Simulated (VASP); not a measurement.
Write the native input for VASP 6.6.1 that does the following.

```yaml
Task: single point
Functional: PBE
Potentials_or_basis: VASP PAW PBE potentials, release 64 (Tl_d, S, La)
Cutoff: 520 eV
k_mesh: 6 × 6 × 4
Occupations: fermi-dirac, width 0.02 eV
Spin: no spin polarisation
Dipole_correction: no
Further_INCAR_settings: ALGO = Normal; EDIFF = 1e-06; NBANDS = 26
```

The structure of LaTlS2 lies in POSCAR:

```
LaTlS2
1.0
    4.2838673772      0.0000000000      0.0000000000
    0.0000000000      4.2838673772      0.0000000000
    0.0000000000      0.0000000000      5.9540781078
Tl S La
1 2 1
Direct
    0.0000000000      0.0000000000      0.0000000000
    0.0000000000      0.0000000000      0.5000000000
    0.5000000000      0.5000000000      0.0000000000
    0.5000000000      0.5000000000      0.5000000000
```

The input as run:

INCAR

```
PREC = Accurate
ENCUT = 520
EDIFF = 1E-6
ISMEAR = -1
SIGMA = 0.02
LREAL = False
LASPH = True
NELM = 60
ALGO = Normal
ISIF = 2
LWAVE = False
LCHARG = True
GGA = PE
LELF = True
LVHAR = True
NBANDS = 26
```

KPOINTS

```
regular mesh
0
Gamma
  6 6 4
```

Potentials or basis: VASP PAW PBE potentials, release 64 (Tl_d, S, La).

Run with:

```sh
$ cat potpaw_PBE.64/Tl_d/POTCAR potpaw_PBE.64/S/POTCAR potpaw_PBE.64/La/POTCAR > POTCAR
$ mpirun -np 1 vasp_std > vasp.out
```

It gave:

```json
{
 "Pressure": "0.0 GPa",
 "Band gap on the k mesh": "zero (bands 18 and 19 overlap by 1.07 eV)"
}
```

Caveat: spin-orbit coupling is left out, which moves the levels of the heavy elements.

It took 37 s on 1 thread of Intel(R) Xeon(R) 6975P-C (Granite Rapids), with other jobs on the host, peak memory 0.27 GiB.
